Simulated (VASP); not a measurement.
Input of a VASP 6.6.1 run:

POSCAR

```
Fe
1.0
   -1.4390000000      1.4390000000      1.4390000000
    1.4390000000     -1.4390000000      1.4390000000
    1.4390000000      1.4390000000     -1.4390000000
Fe
1
Direct
    0.0000000000      0.0000000000      0.0000000000
```

File INCAR.step1:

```
PREC     = Accurate       # precision mode
ENCUT    = 520            # plane-wave cutoff, eV
ISMEAR   = 0              # smearing method
SIGMA    = 0.1            # smearing width, eV
LREAL    = False          # projectors in reciprocal space
LASPH    = True           # aspherical terms in the spheres
NELM     = 150            # most SCF steps
ISPIN    = 2              # spin polarisation
MAGMOM   = 0.6            # initial moments
NUPDOWN  = 0.6            # fixed moment
LMAXMIX  = 4              # l up to which the mixer works
NBANDS   = 14             # bands
GGA      = PE             # functional
ALGO     = Normal         # electronic algorithm
EDIFF    = 1E-4           # SCF threshold, eV
LWAVE    = True           # write WAVECAR
LCHARG   = False          # write CHGCAR
```

The input INCAR.step2:

```
PREC     = Accurate       # precision mode
ENCUT    = 520            # plane-wave cutoff, eV
EDIFF    = 1E-6           # SCF threshold, eV
ISMEAR   = 0              # smearing method
SIGMA    = 0.1            # smearing width, eV
LREAL    = False          # projectors in reciprocal space
LASPH    = True           # aspherical terms in the spheres
NELM     = 150            # most SCF steps
ALGO     = Normal         # electronic algorithm
ISIF     = 2              # what is computed and relaxed
LWAVE    = False          # write WAVECAR
LCHARG   = False          # write CHGCAR
ISPIN    = 2              # spin polarisation
MAGMOM   = 0.6            # initial moments
LORBIT   = 11             # projections on sites
NUPDOWN  = 0.6            # fixed moment
LMAXMIX  = 4              # l up to which the mixer works
METAGGA  = R2SCAN         # meta-GGA
LMIXTAU  = True         
NBANDS   = 14             # bands
ISTART   = 1
```

File KPOINTS:

```
Automatic mesh
0
Gamma
  13 13 13
```

Potentials or basis: VASP PAW PBE potentials, release 64 (Fe).

The run is started by

```console
$ cat potpaw_PBE.64/Fe/POTCAR > POTCAR
$ cp INCAR.step1 INCAR
$ mpirun -np 1 vasp_std > vasp.out
$ cp INCAR.step2 INCAR
$ mpirun -np 1 vasp_std > vasp.out
```

(1) What does it give for the pressure?

## Answers

(1) -23.6 GPa.

Caveat: the PAW data sets were made with another functional, which shifts forces and pressure a little; the total moment is fixed, so each spin has its own Fermi level.
